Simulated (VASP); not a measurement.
# AlN (P6_3/mmc) in VASP: further runs, part 3 of 3

VASP 6.6.1. Earlier steps stand in the parts before.

## Step 6: Single point, PBEsol (volume 10.708 Å^3 an atom, c/a of the conventional cell 1.2144)

The input, INCAR:

```
SYSTEM = AlN
  PREC = Accurate
  ENCUT = 520
  EDIFF = 1E-7
  ISMEAR = 0
  SIGMA = 0.05
  LREAL = .False.
  LASPH = .True.
  NELM = 80
  ALGO = Normal
  ISIF = 2
  LWAVE = .False.
  LCHARG = .False.
  GGA = PS
  NBANDS = 16
```

The input, KPOINTS:

```
Automatic mesh
0
Gamma
  9 9 6
  0 0 0
```

The input, POSCAR:

```
AlN
1.0
    3.4405297792      0.0000000000      0.0000000000
   -1.7202648896      2.9795861913      0.0000000000
    0.0000000000      0.0000000000      4.1781793639
Al N
2 2
Direct
    0.3333333333      0.6666666667      0.7500000000
    0.6666666667      0.3333333333      0.2500000000
    0.3333333333      0.6666666667      0.2500000000
    0.6666666667      0.3333333333      0.7500000000
```

Potentials or basis: VASP PAW PBE potentials, release 64 (Al, N).

Run with:

```console
cat potpaw_PBE.64/Al/POTCAR potpaw_PBE.64/N/POTCAR > POTCAR
mpirun -np 1 vasp_std > vasp.out
```

OUTCAR:

```text
SYSTEM = AlN
   PREC = Accurate
   ENCUT = 520
   EDIFF = 1E-7
   ISMEAR = 0
   LREAL = .False.
   LASPH = .True.
   NELM = 80
   ISIF = 2
   GGA = PS

 ion  position               nearest neighbor table
   1  0.333  0.667  0.750-   4 1.99   4 1.99   4 1.99   3 2.09   3 2.09   2 2.88   2 2.88   2 2.88
                             2 2.88   2 2.88   2 2.88
   2  0.667  0.333  0.250-   3 1.99   3 1.99   3 1.99   4 2.09   4 2.09   1 2.88   1 2.88   1 2.88
                             1 2.88   1 2.88   1 2.88
   3  0.333  0.667  0.250-   2 1.99   2 1.99   2 1.99   1 2.09   1 2.09
   4  0.667  0.333  0.750-   1 1.99   1 1.99   1 1.99   2 2.09   2 2.09

  LATTYP: Found a hexagonal cell.
 ALAT       =     3.4405297792
 C/A-ratio  =     1.2144000000

  Lattice vectors:

 A1 = (   3.4405297792,   0.0000000000,   0.0000000000)
 A2 = (  -1.7202648896,   2.9795861913,   0.0000000000)
 A3 = (   0.0000000000,   0.0000000000,   4.1781793639)

Analysis of symmetry for initial positions (statically):
=====================================================================
 Subroutine PRICEL returns:
 Original cell was already a primitive cell.

 Routine SETGRP: Setting up the symmetry group for a
 hexagonal supercell.

 Subroutine GETGRP returns: Found 24 space group operations
 (whereof 12 operations were pure point group operations)
 out of a pool of 24 trial point group operations.

The static configuration has the point symmetry D_3d.
 The point group associated with its full space group is D_6h.

Analysis of symmetry for dynamics (positions and initial velocities):
=====================================================================
 Subroutine PRICEL returns:
 Original cell was already a primitive cell.

 Routine SETGRP: Setting up the symmetry group for a
 hexagonal supercell.

 Subroutine GETGRP returns: Found 24 space group operations
 (whereof 12 operations were pure point group operations)
 out of a pool of 24 trial point group operations.

[... 121 lines left out ...]
   EFERMI_NEDOS =   21; number of points for ismear=-14 and -15
   IALGO  =     38    algorithm
   IMIX   =      4    mixing-type and parameters
     AMIX     =   0.40;   BMIX     =  1.00
     AMIX_MAG =   1.60;   BMIX_MAG =  1.00
  volume/ion in A,a.u.               =      10.71        72.26
  Fermi-wavevector in a.u.,A,eV,Ry     =   1.179031  2.228046 18.913664  1.390115
  Thomas-Fermi vector in A             =   2.315350
   LORBIT       =      0    0 simple, 1 ext, 2 COOP (PROOUT), +10 PAW based schemes
   GGA     = PS    functional components
   LHFCALC =     F    Hartree Fock is set to
   AEXX    =    0.0000 exact exchange contribution
   IVDW    =     0    specifies the selected vdW correction
   LEPSILON=     F    determine dielectric tensor
   LRPA    =     F    only Hartree local field effects (RPA)
 non-spin polarized calculation
 Gauss-broadening in eV      SIGMA  =   0.05
  energy-cutoff  :      520.00
  volume of cell :       42.83
 maximum number of plane-waves:      1170
 NGX is ok and might be reduce to    28
   NGX = 13   NGY = 13   NGZ = 15

 number of electron      15.9999996 magnetization

 Free energy of the ion-electron system (eV)
  ---------------------------------------------------
  ext. energy  EPLUGINS =         0.00000000
  ---------------------------------------------------
  free energy    TOTEN  =       -30.71335030 eV

  energy without entropy =      -30.71335030  energy(sigma->0) =      -30.71335030

 E-fermi :   7.1254     XC(G=0): -11.0222

 val. band max:        6.8639099410   @ k =   0.0000   0.0000   0.0000
 cond. band min:       9.6486355970   @ k =   0.0000   0.0000   0.0000
 fundamental gap:      2.7847256560
 Fermi energy:         7.1254345158

 k-point     1 :       0.0000    0.0000    0.0000
  band No.  band energies     occupation
      1      -9.1795      2.00000
      2      -5.6712      2.00000
      3       0.6300      2.00000
      4       3.8475      2.00000
      5       3.8475      2.00000
      6       5.6406      2.00000
[... 433 lines left out ...]
      3       0.8859      2.00000
      4       1.7044      2.00000
      5       1.7044      2.00000
      6       4.4549      2.00000
[... 8 lines left out ...]
     15      17.9206      0.00000
     16      19.3951      0.00000

 [... further k-points ...]
[... 5 lines left out ...]
  --------------------------------------------------------------------------------------
  -------------------------------------------------------------------------------------
  Total       -5.0536225     -5.0536225     -3.4013049      0.0000000      0.0000000      0.0000000
  in kB     -189.0362211   -189.0362211   -127.2294938      0.0000000      0.0000000      0.0000000
  external PRESSURE =    -168.4339787 kB  Pullay stress =       0.0000000 kB

 VOLUME and BASIS-vectors are now :
 -----------------------------------------------------------------------------
  energy-cutoff  :      520.00
  volume of cell :       42.83
      direct lattice vectors                 reciprocal lattice vectors
     3.440529779  0.000000000  0.000000000     0.290652912  0.167808537  0.000000000
    -1.720264890  2.979586191  0.000000000     0.000000000  0.335617074  0.000000000
     0.000000000  0.000000000  4.178179364     0.000000000  0.000000000  0.239338696

 POSITION                                       TOTAL-FORCE (eV/Angst)
 -----------------------------------------------------------------------------------
     -0.00000      1.98639      3.13363        -0.000000      0.000000      0.000000
      1.72026      0.99320      1.04454        -0.000000     -0.000000      0.000000
     -0.00000      1.98639      1.04454        -0.000000     -0.000000      0.000000
      1.72026      0.99320      3.13363         0.000000      0.000000      0.000000
 -----------------------------------------------------------------------------------
    total drift:                                0.000000     -0.000000      0.000000

  FREE ENERGIE OF THE ION-ELECTRON SYSTEM (eV)
  ---------------------------------------------------
  free  energy   TOTEN  =       -30.7133502968 eV

  energy  without entropy=      -30.7133502968  energy(sigma->0) =      -30.71335030
```

stdout:

```text
POSCAR found type information on POSCAR AlN
 POSCAR found :  2 types and       4 ions
 scaLAPACK will be used
 -----------------------------------------------------------------------------
|                                                                             |
|                                                                             |
|     You enforced a specific xc type in the INCAR file but a different       |
|     I HOPE YOU KNOW WHAT YOU ARE DOING!                                     |
|                                                                             |
 -----------------------------------------------------------------------------

 LDA part: xc-table for (Slater+PW92), standard interpolation
 POSCAR, INCAR and KPOINTS ok, starting setup
 FFT: planning ... GRIDC
 FFT: planning ... GRID_SOFT
 FFT: planning ... GRID
 WAVECAR not read
 entering main loop
```

Run time: 20 s. Hardware: 1 thread of Intel Xeon Platinum 8488C (Sapphire Rapids), shared host; peak memory 0.16 GiB.

Results:

```
Free energy            : -30.7134 eV
Pressure               : -16.8 GPa
Band gap on the k mesh : 2.78 eV, direct
```

Levels at points of the mesh, in eV from the valence-band top:
| k point | band 6 | band 7 | band 8 | band 9 | band 10 | band 11 |
| --- | --- | --- | --- | --- | --- | --- |
| (0.00, 0.00, 0.00) | -1.22 | -1.22 | 0.00 | 2.78 | 3.80 | 7.73 |
| (0.00, 0.00, 0.50) | -2.16 | -2.16 | -2.16 | 5.28 | 5.28 | 7.89 |

Caveat: the PAW data sets were made with another functional, which shifts forces and pressure a little.

## Step 7: Summary

| cell | gap on the mesh (eV) | pressure (GPa) |
| --- | --- | --- |
| a = 3.422, b = 3.422, c = 4.223 Å, angles 90.0, 90.0, 120.0°, 4 atoms | 2.73 | -16.8 |
| a = 3.496, b = 3.496, c = 4.046 Å, angles 90.0, 90.0, 120.0°, 4 atoms | 2.97 | -16.1 |
| a = 3.314, b = 3.314, c = 4.503 Å, angles 90.0, 90.0, 120.0°, 4 atoms | 2.45 | -13.3 |
| a = 3.459, b = 3.459, c = 4.134 Å, angles 90.0, 90.0, 120.0°, 4 atoms | 2.85 | -16.7 |
| a = 3.441, b = 3.441, c = 4.178 Å, angles 90.0, 90.0, 120.0°, 4 atoms | 2.78 | -16.8 |

Alike in all rows: task single point; level PBEsol; potentials or basis VASP PAW PBE potentials, release 64 (Al, N); no spin polarisation; k mesh 9 × 9 × 6; cutoff (eV) 520; smearing gaussian 0.05 eV.

Caveats: the PAW data sets were made with another functional, which shifts forces and pressure a little.

Total energies depend on the potentials used, so only differences within one code and one set of settings carry meaning.
